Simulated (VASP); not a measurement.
A run of VASP 6.6.1 is set up as follows.

INCAR

```
  PREC = Accurate
  ENCUT = 520
  EDIFF = 1E-6
  ISMEAR = 0
  SIGMA = 0.1
  LREAL = F
  LASPH = T
  NELM = 80
  ALGO = Normal
  ISIF = 2
  LWAVE = F
  LCHARG = T
  LDIPOL = T
  IDIPOL = 3
  DIPOL = 0.5 0.5 0.307
  GGA = PE
  LELF = T
  LVHAR = T
  LVACPOTAV = T
  NBANDS = 44
```

The input KPOINTS:

```
Automatic mesh
0
Gamma
  6 3 1
```

The input POSCAR:

```
C6F
1.0
    4.9326910638      0.0000000000      0.0000000000
   -1.2331727660      8.7858796651      0.0000000000
    0.0000000000      0.0000000000     22.7907133841
C F
12 2
Direct
    0.0197005045      0.0788020181      0.1755100831
    0.5197005045      0.0788020181      0.1755100831
    0.2746256306      0.0985025226      0.2058124647
    0.7746256306      0.0985025226      0.2058124647
    0.2844758829      0.1379035317      0.2664172279
    0.7844758829      0.1379035317      0.2664172279
    0.0392967069      0.1571967486      0.2959398808
    0.5392967069      0.1571967486      0.2959398808
    0.0496769807      0.1987213712      0.3592739175
    0.5496769807      0.1987213712      0.3592739175
    0.3040736564      0.2163109051      0.3857147091
    0.8040736564      0.2163109051      0.3857147091
    0.3040736564      0.0848862087      0.4629391457
    0.3040736564      0.3477356016      0.4629391457
```

Potentials or basis: VASP PAW PBE potentials, release 64 (C, F).

Run with:

```sh
$ cat potpaw_PBE.64/C/POTCAR potpaw_PBE.64/F/POTCAR > POTCAR
$ mpirun -np 1 vasp_std > vasp.out
```

Predict the band gap on the k mesh.

0.01 eV.

Estimate the largest force.

4.539 eV/Å.

Forces on the atoms (eV/Å):
```
C   -0.021  0.503  2.041
C    0.020  0.470  2.044
C    0.002 -0.880 -3.677
C   -0.001 -0.776 -3.132
C   -0.007  0.387  1.542
C    0.008  0.305  1.250
C   -0.112  0.154  0.481
C    0.110  0.225  0.478
C   -0.924  0.053  0.060
C    0.959  0.189  0.020
C   -0.071 -0.259  4.531
C    0.014 -0.223 -0.740
F   -0.117  0.760 -2.164
F    0.140 -0.908 -2.734
```

Caveat: the smearing spreads over this small gap.
